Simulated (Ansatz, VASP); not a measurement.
## SiO2 in VASP and in Ansatz

```
Si O
1.0
     4.97559    0.00000    0.00000
     0.00000    4.97559    0.00000
     0.00000    0.00000    6.90089
Si O
4 8
Direct
  0.19675 0.19675 0.00000
  0.30325 0.69675 0.75000
  0.69675 0.30325 0.25000
  0.80325 0.80325 0.50000
  0.61039 0.73824 0.68204
  0.38961 0.26176 0.18204
  0.73824 0.61039 0.31796
  0.23824 0.88961 0.93204
  0.26176 0.38961 0.81796
  0.11039 0.76176 0.56796
  0.88961 0.23824 0.06796
  0.76176 0.11039 0.43204
```

Alike in both runs: task relaxation of cell and atoms; functional LDA; k mesh 6 × 6 × 4; occupations gaussian, width 0.02 eV; no spin polarisation.

|  | VASP | Ansatz |
| --- | --- | --- |
| version | VASP 6.6.1 | Ansatz 0.2.0 |
| potentials or method | VASP PAW LDA potentials, release 64 (Si, O), cutoff 600 eV | scalar-relativistic, plane waves, PAW |
| valence electrons in the cell | 64 | 64 |

```csv
,VASP,Ansatz,Ansatz less VASP
"gap on the k mesh at the Fermi level, each at its own relaxed structure (eV)",5.57,5.55,-0.023
relaxed volume (Å³/atom),13.80,14.04,+0.236
relaxed length of the cell vector where the two differ most in proportion (Å),6.829,6.878,+0.0492
```

LDA's correlation is that of Perdew and Zunger in VASP and of Perdew and Wang (1992) in Ansatz.
